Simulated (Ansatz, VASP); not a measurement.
**Cd: VASP beside Ansatz**

```
CELL_PARAMETERS angstrom
0.00000 2.15320 2.15320
2.15320 0.00000 2.15320
2.15320 2.15320 0.00000
ATOMIC_POSITIONS crystal
Cd 0.00000 0.00000 0.00000
```

Alike in both runs: functional LDA; k mesh 16 × 16 × 16; occupations fermi-dirac, width 0.08 eV; no spin polarisation.

Ansatz relaxed the structure, and its values are those at the end. VASP's run is a single point on that final structure, the one shown.

```csv
,VASP,Ansatz
version,VASP 6.6.1,Ansatz 0.2.0
potentials or method,"VASP PAW LDA potentials, release 64 (Cd)","PAW with Ansatz's default frozen-core files, scalar-relativistic"
plane-wave cutoff (eV),520,420
valence electrons in the cell,12,20
```

Ansatz gave:

| Item | Value |
| --- | --- |
| pressure (GPa) | 0.0 |

What did VASP give for the same quantities?

Pressure (GPa): 0.6.

LDA's correlation is that of Perdew and Zunger in VASP and of Perdew and Wang (1992) in Ansatz. VASP's potentials hold 12 valence electrons a cell and Ansatz's 20, so a difference there can come from the potentials and not from the codes.
